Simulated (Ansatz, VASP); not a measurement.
# Two plane-wave programs on TiSi

The input INCAR:

```
ALGO = Normal
EDIFF = 1E-6
ENCUT = 520
GGA = PS
ISIF = 2
ISMEAR = 0
LASPH = True
LCHARG = False
LREAL = False
LWAVE = False
NBANDS = 42
NELM = 80
PREC = Accurate
SIGMA = 0.15
```

Contents of KPOINTS:

```
k-points
0
Gamma
  12 6 10
```

Contents of POSCAR:

```
TiSi
1.0
    3.4567600234      0.0000000000      0.0000000000
    0.0000000000      7.2754224254      0.0000000000
    0.0000000000      0.0000000000      3.8114663400
Ti Si
4 4
Direct
    0.0000000000      0.5000000000      0.0507500000
    0.5000000000      0.5000000000      0.5507500000
    0.5000000000      0.0000000000      0.5507500000
    0.0000000000      0.0000000000      0.0507500000
    0.0000000000      0.7500000000      0.5507500000
    0.0000000000      0.2500000000      0.5507500000
    0.5000000000      0.2500000000      0.0507500000
    0.5000000000      0.7500000000      0.0507500000
```

Input for Ansatz:

```yaml
crystal:
  lattice:
    - [3.4567600234, 0.0, 0.0]
    - [0.0, 7.2754224254, 0.0]
    - [0.0, 0.0, 3.81146634]
  atoms:
    - { symbol: Ti, position: [0.0, 0.5, 0.05075] }
    - { symbol: Ti, position: [0.5, 0.5, 0.55075] }
    - { symbol: Ti, position: [0.5, 0.0, 0.55075] }
    - { symbol: Ti, position: [0.0, 0.0, 0.05075] }
    - { symbol: Si, position: [0.0, 0.75, 0.55075] }
    - { symbol: Si, position: [0.0, 0.25, 0.55075] }
    - { symbol: Si, position: [0.5, 0.25, 0.05075] }
    - { symbol: Si, position: [0.5, 0.75, 0.05075] }
basis:
  ecutwfc: 420
kpoints:
  mp_grid: { grid: [12, 6, 10] }
hamiltonian:
  xc: pbesol
scf:
  occupations: { method: gaussian, width: 0.15 }
output:
  forces: true
  stress: true
  eigenvalues: true
```

Change from the starting cell: strain -0.040 along x and y, -0.080 along z, atoms carried along.

Alike in both runs: task single point; functional PBEsol; k mesh 12 × 6 × 10; occupations gaussian, width 0.15 eV; no spin polarisation.

|  | VASP | Ansatz |
| --- | --- | --- |
| version | VASP 6.6.1 | Ansatz 0.2.0 |
| potentials or method | VASP PAW PBE potentials, release 64 (Ti_sv, Si), cutoff 520 eV | scalar-relativistic, plane waves, PAW |
| valence electrons in the cell | 64 | 64 |

```tsv
	VASP	Ansatz	Ansatz less VASP
gap on the k mesh at the Fermi level (eV)	none	none	-
pressure (GPa)	32.9	32.9	+0.03
traceless stress, the component that is largest in VASP (GPa)	-1.37	-1.26	+0.115
```

VASP's potentials were made for PBE, not for PBEsol. A gap of «none» marks a metal or a gap that the smearing closes. Both programs put the cell under a high pressure, so it lies far from rest at this level.
